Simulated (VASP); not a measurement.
Write the native input for VASP 6.6.1 that does the following.

```
Task                   : relaxation of cell and atoms
Functional             : PBE
Potentials or basis    : VASP PAW PBE potentials, release 64 (Ta_pv, Pt, Se)
Cutoff                 : 600 eV
k mesh                 : 4 × 4 × 4
Occupations            : gaussian, width 0.1 eV
Spin                   : no spin polarisation
Dipole correction      : no
Further INCAR settings : ALGO = Normal; EDIFF = 1e-07; IBRION = 2; EDIFFG = -0.04; NSW = 90; ISIF = 3
```

The structure of TaPtSe4 lies in POSCAR:

```
TaPtSe4
1.0
    0.0000000000      4.0431486900      4.0431486900
    4.0431486900      0.0000000000      4.0431486900
    4.0431486900      4.0431486900      0.0000000000
Ta Pt Se
1 1 4
Direct
    0.2500000000      0.2500000000      0.2500000000
    0.0000000000      0.0000000000      0.0000000000
    0.1226459100      0.6257847000      0.6257847000
    0.6257847000      0.1226459100      0.6257847000
    0.6257847000      0.6257847000      0.1226459100
    0.6257847000      0.6257847000      0.6257847000
```

One way to write it, as run:

INCAR

```
SYSTEM = TaPtSe4
ALGO     = Normal         ! electronic algorithm
EDIFF    = 1E-7           ! SCF threshold, eV
EDIFFG   = -0.04          ! ionic threshold
ENCUT    = 600            ! plane-wave cutoff, eV
GGA      = PE             ! functional
IBRION   = 2              ! ionic algorithm
ISIF     = 3              ! what is computed and relaxed
ISMEAR   = 0              ! smearing method
LASPH    = .TRUE.         ! aspherical terms in the spheres
LCHARG   = .FALSE.        ! write CHGCAR
LREAL    = .FALSE.        ! projectors in reciprocal space
LWAVE    = .FALSE.        ! write WAVECAR
NELM     = 100            ! most SCF steps
NSW      = 90             ! ionic steps
PREC     = Accurate       ! precision mode
SIGMA    = 0.1            ! smearing width, eV
```

KPOINTS

```
k-points
0
G
  4 4 4
  0 0 0
```

Potentials or basis: VASP PAW PBE potentials, release 64 (Ta_pv, Pt, Se).

Run with:

```bash
$ cat potpaw_PBE.64/Ta_pv/POTCAR potpaw_PBE.64/Pt/POTCAR potpaw_PBE.64/Se/POTCAR > POTCAR
$ mpirun -np 1 vasp_std > vasp.out
```

It gave:

```yaml
Relaxed_volume: 19.41 Å³/atom
Relaxed_cell: a = 5.482 Å, b = 5.482 Å, c = 5.482 Å, α = 60.00°, β = 60.00°, γ = 60.00°
Space_group_after_relaxing_to_0.05_Å: F-43m (No. 216)
Energy_gained_by_relaxing: 81.5 meV/atom
Ionic_steps: 4
Pressure_after_relaxing: 0.0 GPa
Largest_force_after_relaxing: 0.005 eV/Å
```

Wall time 3.7 min on 1 thread of AMD EPYC 9R45 (Zen 5) (shared host), peak memory 0.32 GiB.
